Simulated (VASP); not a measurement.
# LaB2N3 (C2/m) in VASP: single point with PBEsol

Aim: the single point of LaB2N3 with PBEsol.

Everything below comes from runs of VASP 6.6.1. Logs are shortened: lines on timing, memory, paths and dates and some standing lists are left out, and cuts for length are marked.

### Step 1. The cell of the first run

The typed cell holds 6 atoms: a = 2.790 Å, b = 2.790 Å, c = 8.276 Å, α = 99.69°, β = 80.30°, γ = 120.00°.

### Step 2. Single point, PBEsol

INCAR

```
ALGO     = Normal         # electronic algorithm
EDIFF    = 1E-6           # SCF threshold, eV
ENCUT    = 520            # plane-wave cutoff, eV
GGA      = PS             # functional
ISIF     = 2              # what is computed and relaxed
ISMEAR   = -1             # smearing method
LASPH    = T              # aspherical terms in the spheres
LCHARG   = T              # write CHGCAR
LELF     = T              # ELF
LREAL    = F              # projectors in reciprocal space
LVHAR    = T            
LWAVE    = F              # write WAVECAR
NBANDS   = 25             # bands
NELM     = 100            # most SCF steps
PREC     = Accurate       # precision mode
SIGMA    = 0.05           # smearing width, eV
```

KPOINTS

```
k-points
0
Gamma
  9 9 2
```

POSCAR

```
LaB2N3
1.0
    2.7801665478      0.0044239453      0.2382105669
   -1.3837158449      2.4113939240     -0.2371694704
    0.6938207603     -0.4042662857      8.2367506667
La B N
1 2 3
Direct
    0.0870394144      0.0849207111     -0.0014945973
    0.5284435235      0.6435222512      0.6751317648
    0.6456589713      0.5263356342      0.3218785062
    0.3360251351      0.8359819609      0.2510620018
    0.8380873506      0.3338845623      0.7459488356
   -0.4129516734     -0.4150710070      0.4985052649
```

Potentials or basis: VASP PAW PBE potentials, release 64 (La, B, N).

The run is started by

```bash
$ cat potpaw_PBE.64/La/POTCAR potpaw_PBE.64/B/POTCAR potpaw_PBE.64/N/POTCAR > POTCAR
$ mpirun -np 1 vasp_std > vasp.out
```

OUTCAR:

```text
EDIFF = 1E-6
   ENCUT = 520
   GGA = PS
   ISIF = 2
   ISMEAR = -1
   LASPH = T
   LREAL = F
   NELM = 100
   PREC = Accurate

 ion  position               nearest neighbor table
   1  0.087  0.085  0.999-   5 2.61   4 2.61   4 2.61   5 2.61   5 2.61   4 2.61
   2  0.528  0.644  0.675-   6 1.43   5 1.71   5 1.71   5 1.71
   3  0.646  0.526  0.322-   6 1.43   4 1.71   4 1.71   4 1.71
   4  0.336  0.836  0.251-   3 1.71   3 1.71   3 1.71   1 2.61   1 2.61   1 2.61
   5  0.838  0.334  0.746-   2 1.71   2 1.71   2 1.71   1 2.61   1 2.61   1 2.61
   6  0.587  0.585  0.499-   2 1.43   3 1.43

  LATTYP: Found a triclinic cell.
 ALAT       =     4.8330003603
 B/A-ratio  =     0.5773609273
 C/A-ratio  =     1.8072569110
 COS(alpha) =     0.0000195999
 COS(beta)  =     0.1845515079
 COS(gamma) =     0.8660284024

  Lattice vectors:

 A1 = (  -0.0127348580,  -4.8272117933,   0.2361283739)
 A2 = (  -1.3964507029,  -2.4158178693,  -0.0010410965)
 A3 = (   3.4700616324,  -2.0027036930,  -7.7613706294)

Analysis of symmetry for initial positions (statically):
=====================================================================
 Subroutine PRICEL returns:
 Original cell was already a primitive cell.

 Routine SETGRP: Setting up the symmetry group for a
 triclinic supercell.

 Subroutine GETGRP returns: Found  1 space group operations
 (whereof  1 operations were pure point group operations)
 out of a pool of  2 trial point group operations.

The static configuration has the point symmetry C_1 .

Analysis of symmetry for dynamics (positions and initial velocities):
=====================================================================
 Subroutine PRICEL returns:
 Original cell was already a primitive cell.

 Routine SETGRP: Setting up the symmetry group for a
 triclinic supercell.

 Subroutine GETGRP returns: Found  1 space group operations
 (whereof  1 operations were pure point group operations)
 out of a pool of  2 trial point group operations.

The dynamic configuration has the point symmetry C_1 .

 Subroutine INISYM returns: Found  1 space group operations
 (whereof  1 operations are pure point group operations),
 and found     1 'primitive' translations

----------------------------------------------------------------------------------------

                                     Primitive cell

  volume of cell :      54.7376

  direct lattice vectors                    reciprocal lattice vectors
     2.780166548  0.004423945  0.238210567     0.361107417  0.205211031 -0.020345878
    -1.383715845  2.411393924 -0.237169470    -0.002425012  0.415331382  0.020589065
     0.693820760 -0.404266286  8.236750667    -0.010513216  0.006024279  0.122588353

  length of vectors
     2.790356586  2.790293811  8.275800869     0.415841422  0.415848466  0.123185730

  position of ions in fractional coordinates (direct lattice)
     0.087039414  0.084920711  0.998505403
     0.528443524  0.643522251  0.675131765
     0.645658971  0.526335634  0.321878506
     0.336025135  0.835981961  0.251062002
     0.838087351  0.333884562  0.745948836
     0.587048327  0.584928993  0.498505265

  ion indices of the primitive-cell ions
   primitive index   ion index
                 1           1
                 2           2
                 3           3
                 4           4
                 5           5
                 6           6

----------------------------------------------------------------------------------------

 KPOINTS: k-points

Automatic generation of k-mesh.
 Grid dimensions read from file:
 generate k-points for:    9    9    2

 Generating k-lattice:

  Cartesian coordinates                     Fractional coordinates (reciprocal lattice)
     0.040123046  0.022801226 -0.002260653     0.111111111  0.000000000  0.000000000
    -0.000269446  0.046147931  0.002287674     0.000000000  0.111111111  0.000000000
    -0.005256608  0.003012140  0.061294177    -0.000000000  0.000000000  0.500000000

  Length of vectors
     0.046204602  0.046205385  0.061592865

  Shift w.r.t. Gamma in fractional coordinates (k-lattice)
     0.000000000  0.000000000  0.000000000

 -----------------------------------------------------------------------------
|                                                                             |
|           W    W    AA    RRRRR   N    N  II  N    N   GGGG   !!!           |
|           W    W   A  A   R    R  NN   N  II  NN   N  G    G  !!!           |
|           W    W  A    A  R    R  N N  N  II  N N  N  G       !!!           |
|           W WW W  AAAAAA  RRRRR   N  N N  II  N  N N  G  GGG   !            |
|           WW  WW  A    A  R   R   N   NN  II  N   NN  G    G                |
|           W    W  A    A  R    R  N    N  II  N    N   GGGG   !!!           |
|                                                                             |
|     Your reciprocal lattice and k-lattice belong to different lattice       |
|     classes:                                                                |
|                                                                             |
|        The reciprocal lattice is triclinic,                                 |
|        whereas your k-lattice is base-centered monoclinic.                  |
|                                                                             |
|     Results are often still useful ...                                      |
|                                                                             |
 -----------------------------------------------------------------------------

 Subroutine IBZKPT returns following result:
 ===========================================

 Found     82 irreducible k-points:

 Following reciprocal coordinates:
            Coordinates               Weight
  0.000000  0.000000  0.000000      1.000000
  0.111111  0.000000 -0.000000      2.000000
  0.222222 -0.000000  0.000000      2.000000
  0.333333  0.000000  0.000000      2.000000
  0.444444 -0.000000  0.000000      2.000000
  0.000000  0.111111  0.000000      2.000000
[... 16 lines left out ...]
 -0.111111  0.222222 -0.000000      2.000000
 -0.000000  0.333333  0.000000      2.000000
 [... further k-points ...]
   k-points           NKPTS =     82   k-points in BZ     NKDIM =     82   number of bands    NBANDS=     25
   number of dos      NEDOS =    301   number of ions     NIONS =      6
   total plane-waves  NPLWV =  36864
   dimension x,y,z NGX =    24 NGY =   24 NGZ =   64
   dimension x,y,z NGXF=    48 NGYF=   48 NGZF=  128
   ions per type =               1   2   3
   NGX,Y,Z   is equivalent  to a cutoff of  14.30, 14.30, 12.86 a.u.
   NGXF,Y,Z  is equivalent  to a cutoff of  28.60, 28.60, 25.71 a.u.
 SYSTEM =  unknown system
   PREC   = accura    normal or accurate (medium, high low for compatibility)
   ISTART =      0    job   : 0-new  1-cont  2-samecut
   ICHARG =      2    charge: 1-file 2-atom 10-const
   ISPIN  =      1    spin polarized calculation?
   LNONCOLLINEAR =      F non collinear calculations
   LSORBIT =      F    spin-orbit coupling
   LASPH  =      T    aspherical Exc in radial PAW
   ENCUT  =  520.0 eV  38.22 Ry    6.18 a.u.   5.19  5.19 15.39*2*pi/ulx,y,z
   NELM   =    100;   NELMIN=  2; NELMDL= -5     # of ELM steps
   EDIFF  = 0.1E-05   stopping-criterion for ELM
   LREAL  =      F    real-space projection
   EDIFFG = 0.1E-04   stopping-criterion for IOM
   NSW    =      0    number of steps for IOM
   IBRION =     -1    ionic relax: 0-MD 1-quasi-New 2-CG
   NFREE  =      0    steps in history (QN), initial steepest desc. (CG)
   ISIF   =      2    stress and relaxation
   ISYM   =      2    0-nonsym 1-usesym 2-fastsym
   POTIM  = 0.5000    time-step for ionic-motion
   TEBEG  =    0.0;   TEEND  =   0.0 temperature during run
   PSTRESS=    0.0 pullay stress
   NELECT =      32.0000    total number of electrons
   NUPDOWN=      -1.0000    fix difference up-down
   EMIN   =  10.00;   EMAX   =-10.00  energy-range for DOS
   EFERMI =   0.00;   METHOD = LEGACY
   ISMEAR =    -1;   SIGMA  =   0.05  broadening in eV -4-tet -1-fermi 0-gaus
   EFERMI_NEDOS =   21; number of points for ismear=-14 and -15
   IALGO  =     38    algorithm
   IMIX   =      4    mixing-type and parameters
     AMIX     =   0.40;   BMIX     =  1.00
     AMIX_MAG =   1.60;   BMIX_MAG =  1.00
  volume/ion in A,a.u.               =       9.12        61.56
  Fermi-wavevector in a.u.,A,eV,Ry     =   1.368872  2.586793 25.494733  1.873810
  Thomas-Fermi vector in A             =   2.494797
   LORBIT       =      0    0 simple, 1 ext, 2 COOP (PROOUT), +10 PAW based schemes
   GGA     = PS    functional components
   LHFCALC =     F    Hartree Fock is set to
   AEXX    =    0.0000 exact exchange contribution
   IVDW    =     0    specifies the selected vdW correction
   LEPSILON=     F    determine dielectric tensor
   LRPA    =     F    only Hartree local field effects (RPA)
 non-spin polarized calculation
  energy-cutoff  :      520.00
  volume of cell :       54.74
 maximum number of plane-waves:      1491
 NGX is ok and might be reduce to    24
   NGX = 11   NGY = 11   NGZ = 31

 number of electron      32.0000001 magnetization

 Free energy of the ion-electron system (eV)
  ---------------------------------------------------
  ext. energy  EPLUGINS =         0.00000000
  ---------------------------------------------------
  free energy    TOTEN  =       -46.67437191 eV

  energy without entropy =      -46.65506387  energy(sigma->0) =      -46.66471789

 E-fermi :   9.2038     XC(G=0): -12.3742

 val. band max:        9.1821032533   @ k =  -0.1111   0.1111   0.0000
 cond. band min:       9.2350775969   @ k =   0.1111   0.0000  -0.0000
 fundamental gap:      0.0529743436
 Fermi energy:         9.2038277324

 k-point     1 :       0.0000    0.0000    0.0000
  band No.  band energies     occupation
      1     -24.3472      2.00000
      2     -10.0554      2.00000
      3      -8.9218      2.00000
      4      -5.6457      2.00000
      5      -5.5105      2.00000
      6      -2.6240      2.00000
[... 17 lines left out ...]
     24      13.6838      0.00000
     25      13.6848      0.00000

 k-point     2 :       0.1111    0.0000   -0.0000
  band No.  band energies     occupation
      1     -24.1362      2.00000
      2      -9.8216      2.00000
      3      -8.7195      2.00000
      4      -5.6551      2.00000
      5      -5.2798      2.00000
      6      -3.8526      2.00000
[... 17 lines left out ...]
     24      13.7570      0.00000
     25      14.0044      0.00000

 k-point     3 :       0.2222   -0.0000    0.0000
  band No.  band energies     occupation
      1     -23.5457      2.00000
      2      -9.1416      2.00000
      3      -8.1927      2.00000
      4      -6.6135      2.00000
      5      -5.2386      2.00000
      6      -4.8463      2.00000
[... 552 lines left out ...]
 k-point    23 :      -0.1111    0.2222   -0.0000
  band No.  band energies     occupation
      1     -23.7343      2.00000
      2      -9.3824      2.00000
      3      -8.2940      2.00000
      4      -6.0075      2.00000
      5      -5.3549      2.00000
      6      -4.7010      2.00000
[... 17 lines left out ...]
     24      14.2013      0.00000
     25      14.2420      0.00000

 k-point    24 :      -0.0000    0.3333    0.0000
  band No.  band energies     occupation
      1     -22.7380      2.00000
      2      -9.3228      2.00000
      3      -8.0703      2.00000
      4      -7.1032      2.00000
      5      -4.8874      2.00000
      6      -4.7154      2.00000
[... 17 lines left out ...]
     24      13.7942      0.00000
     25      14.3712      0.00000

 [... further k-points ...]

------------------------ aborting loop because EDIFF is reached ----------------------------------------

  FORCE on cell =-STRESS in cart. coord.  units (eV):
  Direction    XX          YY          ZZ          XY          YZ          ZX
  --------------------------------------------------------------------------------------
  -------------------------------------------------------------------------------------
  Total       -0.0008109      0.0000234      0.0119408     -0.0028181     -0.0059207      0.0066743
  in kB       -0.0237360      0.0006852      0.3495090     -0.0824848     -0.1732985      0.1953562
  external PRESSURE =       0.1088194 kB  Pullay stress =       0.0000000 kB

 VOLUME and BASIS-vectors are now :
 -----------------------------------------------------------------------------
  energy-cutoff  :      520.00
  volume of cell :       54.74
      direct lattice vectors                 reciprocal lattice vectors
     2.780166548  0.004423945  0.238210567     0.361107417  0.205211031 -0.020345878
    -1.383715845  2.411393924 -0.237169470    -0.002425012  0.415331382  0.020589065
     0.693820760 -0.404266286  8.236750667    -0.010513216  0.006024279  0.122588353

 POSITION                                       TOTAL-FORCE (eV/Angst)
 -----------------------------------------------------------------------------------
      0.81726     -0.19850      8.22503         0.000100      0.000082      0.000060
      1.04713      1.28119      5.53415        -0.001143      0.001004      0.018239
      1.29007      1.14193      2.68021         0.001254     -0.000860     -0.018265
     -0.04836      1.91587      1.94971         0.001635     -0.001154     -0.020453
      2.38558      0.50727      6.26465        -0.001918      0.000914      0.020232
      1.16859      1.21156      4.10718         0.000071      0.000013      0.000187
 -----------------------------------------------------------------------------------
    total drift:                               -0.000158     -0.000105      0.000342

  FREE ENERGIE OF THE ION-ELECTRON SYSTEM (eV)
  ---------------------------------------------------
  free  energy   TOTEN  =       -46.6743719138 eV

  energy  without entropy=      -46.6550638739  energy(sigma->0) =      -46.66471789
```

Run time: 86 s. Hardware: 1 thread of Intel Xeon Platinum 8488C (Sapphire Rapids), shared host; peak memory 0.27 GiB.

What came out:

```
Free energy            : -46.6744 eV
Pressure               : 0.0 GPa
Largest force          : 0.021 eV/Å
Band gap on the k mesh : zero (band 16 reaches 9.72 eV, above the bottom of band 17 at 8.89 eV)
```

Forces in eV/Å, atoms in the order of the input:
```
La   0.000  0.000  0.000
B   -0.001  0.001  0.018
B    0.001 -0.001 -0.018
N    0.002 -0.001 -0.020
N   -0.002  0.001  0.020
N    0.000  0.000  0.000
```

Caveat: the k points lie up to 0.39 Å⁻¹ apart; the PAW data sets were made with another functional, which shifts forces and pressure a little; spin-orbit coupling is left out, which moves the levels of the heavy elements.
